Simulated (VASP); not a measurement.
# CoO (R-3m) in VASP: further runs, part 2 of 2

VASP 6.6.1. Earlier steps stand in the parts before.

### Step 3. Single point, r2SCAN, collinear spin, ferromagnetic start

This run uses another cell than the first one, of 9.77 Å³/atom.

Input file POSCAR:

```
CoO
1.0
    1.5154398320      0.8749395950      2.4560858334
   -1.5154398320      0.8749395950      2.4560858334
    0.0000000000     -1.7498791900      2.4560858334
Co O
1 1
Direct
    0.0000000000      0.0000000000      0.0000000000
    0.5000000000      0.5000000000      0.5000000000
```

Input file INCAR.step1:

```
PREC     = Accurate       # precision mode
ENCUT    = 520            # plane-wave cutoff, eV
ISMEAR   = -1             # smearing method
SIGMA    = 0.05           # smearing width, eV
LREAL    = False          # projectors in reciprocal space
LASPH    = True           # aspherical terms in the spheres
NELM     = 150            # most SCF steps
ISPIN    = 2              # spin polarisation
MAGMOM   = 2 0            # initial moments
LMAXMIX  = 4              # l up to which the mixer works
NBANDS   = 18             # bands
GGA      = PE             # functional
ALGO     = Normal         # electronic algorithm
EDIFF    = 1E-4           # SCF threshold, eV
LWAVE    = True           # write WAVECAR
LCHARG   = False          # write CHGCAR
```

Input file INCAR.step2:

```
PREC     = Accurate       # precision mode
ENCUT    = 520            # plane-wave cutoff, eV
EDIFF    = 1E-6           # SCF threshold, eV
ISMEAR   = -1             # smearing method
SIGMA    = 0.05           # smearing width, eV
LREAL    = False          # projectors in reciprocal space
LASPH    = True           # aspherical terms in the spheres
NELM     = 150            # most SCF steps
ALGO     = Normal         # electronic algorithm
ISIF     = 2              # what is computed and relaxed
LWAVE    = False          # write WAVECAR
LCHARG   = False          # write CHGCAR
ISPIN    = 2              # spin polarisation
MAGMOM   = 2 0            # initial moments
LORBIT   = 11             # projections on sites
LMAXMIX  = 4              # l up to which the mixer works
METAGGA  = R2SCAN         # meta-GGA
LMIXTAU  = True         
NBANDS   = 18             # bands
ISTART   = 1
```

Input file KPOINTS:

```
Automatic mesh
0
Gamma
  11 11 11
```

Potentials or basis: VASP PAW PBE potentials, release 64 (Co, O).

Run with:

```console
$ cat potpaw_PBE.64/Co/POTCAR potpaw_PBE.64/O/POTCAR > POTCAR
$ cp INCAR.step1 INCAR
$ mpirun -np 1 vasp_std > vasp.out
$ cp INCAR.step2 INCAR
$ mpirun -np 1 vasp_std > vasp.out
```

Run time: 10 min. Hardware: 1 thread of AMD EPYC 9R14 (Zen 4), shared host; peak memory 0.18 GiB.

Results (log left out):

| Item | Value |
| --- | --- |
| Free energy | -21.0910 eV |
| Pressure | -7.6 GPa |
| Band gap on the k mesh | zero (filled and empty bands overlap) |
| Net moment | 3.00 μB per cell |
| Site moments | Co +2.69; O +0.29 μB |
| Valence electrons inside the program's atomic spheres | Co 7.75; O 5.03 |

Stress tensor (GPa, compression positive):
```
-7.09  0.00  0.00
 0.00 -7.09  0.00
 0.00  0.00 -8.55
```

Levels at points of the mesh, in eV from the Fermi level:
Spin up:
```tsv
k point	band 6	band 7	band 8	band 9	band 10	band 11	band 12	band 13
(0.00, 0.00, 0.00)	-3.34	-3.34	-3.26	-3.16	1.24	17.41	18.36	18.36
```
Spin down:
| k point | band 3 | band 4 | band 5 | band 6 | band 7 | band 8 | band 9 | band 10 |
| --- | --- | --- | --- | --- | --- | --- | --- | --- |
| (0.00, 0.00, 0.00) | -2.62 | -2.59 | -1.56 | -0.92 | -0.92 | 1.03 | 1.03 | 2.05 |

Caveat: the cell stands under tension; the PAW data sets were made with another functional, which shifts forces and pressure a little; a cell with one magnetic atom can't hold antiferromagnetic order, which such compounds often take; semilocal functionals often make such compounds metallic where correlation or magnetic order opens a gap, which also shifts bond lengths. With open d or f shells a metallic result of r2SCAN can be an artefact of self-interaction; +U or a hybrid may open a gap.

### Step 4. Single point, r2SCAN, collinear spin, ferromagnetic start

This run uses another cell than the first one, of 9.96 Å³/atom.

Input file POSCAR:

```
CoO
1.0
    1.5252806262      0.8806211801      2.4720348897
   -1.5252806262      0.8806211801      2.4720348897
    0.0000000000     -1.7612423603      2.4720348897
Co O
1 1
Direct
    0.0000000000      0.0000000000      0.0000000000
    0.5000000000      0.5000000000      0.5000000000
```

Input file INCAR.step1:

```
ALGO = Normal
EDIFF = 1E-4
ENCUT = 520
GGA = PE
ISMEAR = -1
ISPIN = 2
LASPH = True
LCHARG = False
LMAXMIX = 4
LREAL = False
LWAVE = True
MAGMOM = 2 0
NBANDS = 18
NELM = 150
PREC = Accurate
SIGMA = 0.05
```

Input file INCAR.step2:

```
ALGO = Normal
EDIFF = 1E-6
ENCUT = 520
ISIF = 2
ISMEAR = -1
ISPIN = 2
ISTART = 1
LASPH = True
LCHARG = True
LELF = True
LMAXMIX = 4
LMIXTAU = True
LORBIT = 11
LREAL = False
LVHAR = True
LWAVE = False
MAGMOM = 2 0
METAGGA = R2SCAN
NBANDS = 18
NELM = 150
PREC = Accurate
SIGMA = 0.05
```

Input file KPOINTS:

```
k-points
0
Gamma
  11 11 11
```

Run with:

```console
$ cat potpaw_PBE.64/Co/POTCAR potpaw_PBE.64/O/POTCAR > POTCAR
$ cp INCAR.step1 INCAR
$ mpirun -np 1 vasp_std > vasp.out
$ cp INCAR.step2 INCAR
$ mpirun -np 1 vasp_std > vasp.out
```

Wall time 10 min (1 thread of AMD EPYC 9R14 (Zen 4), shared host); peak memory 0.19 GiB.

Results (log left out):

- Free energy: -21.0693 eV
- Pressure: -10.8 GPa
- Band gap on the k mesh: zero (filled and empty bands overlap)
- Net moment: 3.00 μB per cell
- Site moments: Co +2.69; O +0.28 μB
- Valence electrons inside the program's atomic spheres: Co 7.72; O 5.01

Stress tensor (GPa, compression positive):
```
-10.36   0.00   0.00
  0.00 -10.36   0.00
  0.00   0.00 -11.65
```

Levels at points of the mesh, in eV from the Fermi level:
Spin up:
```
           k point  band 6  band 7  band 8  band 9  band 10  band 11  band 12  band 13
(0.00, 0.00, 0.00)   -3.26   -3.26   -3.19   -3.12     1.14    17.33    18.21    18.21
```
Spin down:
```tsv
k point	band 3	band 4	band 5	band 6	band 7	band 8	band 9	band 10
(0.00, 0.00, 0.00)	-2.55	-2.52	-1.54	-0.89	-0.89	1.05	1.05	1.94
```

Caveat: the cell stands under tension; the PAW data sets were made with another functional, which shifts forces and pressure a little; a cell with one magnetic atom can't hold antiferromagnetic order, which such compounds often take; semilocal functionals often make such compounds metallic where correlation or magnetic order opens a gap, which also shifts bond lengths.

### Step 5. Single point, r2SCAN, collinear spin, ferromagnetic start

This run uses another cell than the first one, of 10.15 Å³/atom.

Input file POSCAR:

```
CoO
1.0
    1.5349960513      0.8862303835      2.4877807593
   -1.5349960513      0.8862303835      2.4877807593
    0.0000000000     -1.7724607669      2.4877807593
Co O
1 1
Direct
    0.0000000000      0.0000000000      0.0000000000
    0.5000000000      0.5000000000      0.5000000000
```

Input file INCAR.step1:

```
SYSTEM = CoO
PREC = Accurate
ENCUT = 520
ISMEAR = -1
SIGMA = 0.05
LREAL = .FALSE.
LASPH = .TRUE.
NELM = 150
ISPIN = 2
MAGMOM = 2 0
LMAXMIX = 4
NBANDS = 18
GGA = PE
ALGO = Normal
EDIFF = 1E-4
LWAVE = .TRUE.
LCHARG = .FALSE.
```

Input file INCAR.step2:

```
SYSTEM = CoO
PREC = Accurate
ENCUT = 520
EDIFF = 1E-7
ISMEAR = -1
SIGMA = 0.05
LREAL = .FALSE.
LASPH = .TRUE.
NELM = 150
ALGO = Normal
ISIF = 2
LWAVE = .FALSE.
LCHARG = .FALSE.
ISPIN = 2
MAGMOM = 2 0
LORBIT = 11
LMAXMIX = 4
METAGGA = R2SCAN
LMIXTAU = .TRUE.
NBANDS = 18
ISTART = 1
```

Input file KPOINTS:

```
Automatic mesh
0
G
  11 11 11
  0 0 0
```

Run with:

```console
$ cat potpaw_PBE.64/Co/POTCAR potpaw_PBE.64/O/POTCAR > POTCAR
$ cp INCAR.step1 INCAR
$ mpirun -np 1 vasp_std > vasp.out
$ cp INCAR.step2 INCAR
$ mpirun -np 1 vasp_std > vasp.out
```

It took 12 min on 1 thread of AMD EPYC 9R14 (Zen 4), shared host; peak memory 0.19 GiB.

The run converged. Its results:

```yaml
Free_energy: -21.0402 eV
Pressure: -13.7 GPa
Band_gap_on_the_k_mesh: zero (filled and empty bands overlap)
Net_moment: 3.00 μB per cell
Site_moments: Co +2.69; O +0.28 μB
Valence_electrons_inside_the_program's_atomic_spheres: Co 7.69; O 5.00
```

Stress tensor (GPa, compression positive):
```
-13.35   0.00   0.00
  0.00 -13.35   0.00
  0.00   0.00 -14.55
```

Levels at points of the mesh, in eV from the Fermi level:
Spin up:
```tsv
k point	band 5	band 6	band 7	band 8	band 9	band 10	band 11	band 12	band 13	band 14
(0.00, 0.00, 0.00)	-3.83	-3.19	-3.19	-3.11	-3.10	1.04	17.25	18.06	18.06	18.45
```
Spin down:
```csv
k point,band 4,band 5,band 6,band 7,band 8,band 9
"(0.00, 0.00, 0.00)",-2.45,-1.51,-0.85,-0.85,1.07,1.07
```

Caveat: the cell stands under tension; the PAW data sets were made with another functional, which shifts forces and pressure a little; a cell with one magnetic atom can't hold antiferromagnetic order, which such compounds often take; semilocal functionals often make such compounds metallic where correlation or magnetic order opens a gap, which also shifts bond lengths.

### Step 6. Single point, PBEsol, collinear spin, ferromagnetic start

Input file INCAR:

```
PREC = Accurate
ENCUT = 700
EDIFF = 1E-6
ISMEAR = -1
SIGMA = 0.05
LREAL = False
LASPH = True
NELM = 200
ALGO = Normal
ISIF = 2
LWAVE = False
LCHARG = False
ISPIN = 2
MAGMOM = 2 0
LORBIT = 11
NUPDOWN = 2.0
LMAXMIX = 4
GGA = PS
NBANDS = 22
GGA_COMPAT = False
```

Input file KPOINTS:

```
regular mesh
0
Gamma
  9 9 9
```

Input file POSCAR:

```
CoO
1.0
    1.5054695445      0.8691832468      2.4399269062
   -1.5054695445      0.8691832468      2.4399269062
    0.0000000000     -1.7383664936      2.4399269062
Co O
1 1
Direct
    0.0000000000      0.0000000000      0.0000000000
    0.5000000000      0.5000000000      0.5000000000
```

Potentials or basis: VASP PAW PBE potentials, release 64 (Co_sv, O).

Run with:

```console
$ cat potpaw_PBE.64/Co_sv/POTCAR potpaw_PBE.64/O/POTCAR > POTCAR
$ mpirun -np 1 vasp_std > vasp.out
```

Run time: 95 s. Hardware: 1 thread of AMD EPYC 9R45 (Zen 5), shared host; peak memory 0.2 GiB.

Results (log left out):

* Free energy: -13.9399 eV
* Pressure: -18.3 GPa
* Net moment: 2.00 μB per cell
* Site moments: Co +1.83; O +0.09 μB
* Valence electrons inside the program's atomic spheres: Co 14.93; O 4.92

Stress tensor (GPa, compression positive):
```
-18.27   0.00   0.00
  0.00 -18.27   0.00
  0.00   0.00 -18.37
```

Caveat: the cell stands under tension; the PAW data sets were made with another functional, which shifts forces and pressure a little; the total moment is fixed, so each spin has its own Fermi level and the state may be an excited one; a cell with one magnetic atom can't hold antiferromagnetic order, which such compounds often take.

### Step 7. Overview

```csv
level,potentials or basis,fixed moment (μB),cell,k mesh,cutoff (eV),gap on the mesh (eV),pressure (GPa),moment (μB)
r2SCAN,"VASP PAW PBE potentials, release 64 (Co, O)",-,"a = 2.996 Å, angles 60.3°, 2 atoms",11 × 11 × 11,520,none,-3.9,3.00
r2SCAN,"VASP PAW PBE potentials, release 64 (Co, O)",-,"a = 3.016 Å, angles 60.3°, 2 atoms",11 × 11 × 11,520,none,-7.6,3.00
r2SCAN,"VASP PAW PBE potentials, release 64 (Co, O)",-,"a = 3.035 Å, angles 60.3°, 2 atoms",11 × 11 × 11,520,none,-10.8,3.00
r2SCAN,"VASP PAW PBE potentials, release 64 (Co, O)",-,"a = 3.055 Å, angles 60.3°, 2 atoms",11 × 11 × 11,520,none,-13.7,3.00
PBEsol,"VASP PAW PBE potentials, release 64 (Co_sv, O)",2.0,"a = 2.996 Å, angles 60.3°, 2 atoms",9 × 9 × 9,700,-,-18.3,2.00
```

Alike in all rows: task single point; spin collinear, ferromagnetic start; smearing fermi-dirac 0.05 eV.

Caveats: the cell stands under tension; the PAW data sets were made with another functional, which shifts forces and pressure a little; a cell with one magnetic atom can't hold antiferromagnetic order, which such compounds often take; semilocal functionals often make such compounds metallic where correlation or magnetic order opens a gap, which also shifts bond lengths (at least some runs); the total moment is fixed, so each spin has its own Fermi level and the state may be an excited one (at least some runs).

Absolute energies hang on the potentials; compare differences alone.
